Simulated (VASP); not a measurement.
Cu: single point with PBEsol

The system is Cu.

```xyz
1
Lattice="1.4163 1.4163 1.4163 -1.4163 1.4163 1.4163 -1.4163 -1.4163 1.4163" Properties=species:S:1:pos:R:3 pbc="T T T"
Cu    0.0000    0.0000    0.0000
```

```
Program                : VASP 6.6.1
Task                   : single point
Functional             : PBEsol
Potentials or basis    : VASP PAW PBE potentials, release 64 (Cu)
Cutoff                 : 600 eV
k mesh                 : 11 × 11 × 11
Occupations            : fermi-dirac, width 0.1 eV
Spin                   : no spin polarisation
Dipole correction      : no
Further INCAR settings : ALGO = Normal; EDIFF = 1e-06; NBANDS = 12
```

```
Pressure : 0.8 GPa
```

Levels at points of the mesh, in eV from the Fermi level:
```tsv
k point	band 1	band 2	band 3	band 4	band 5	band 6	band 7	band 8	band 9	band 10
(0.00, 0.00, 0.00)	-9.63	-3.16	-3.16	-3.16	-2.08	-2.08	25.47	25.47	25.47	29.37
```

It took 6.9 s on 1 thread of Intel Xeon 6975P-C, on a shared host, peak memory 0.13 GiB.

Caveat: the PAW data sets were made with another functional, which shifts forces and pressure a little.
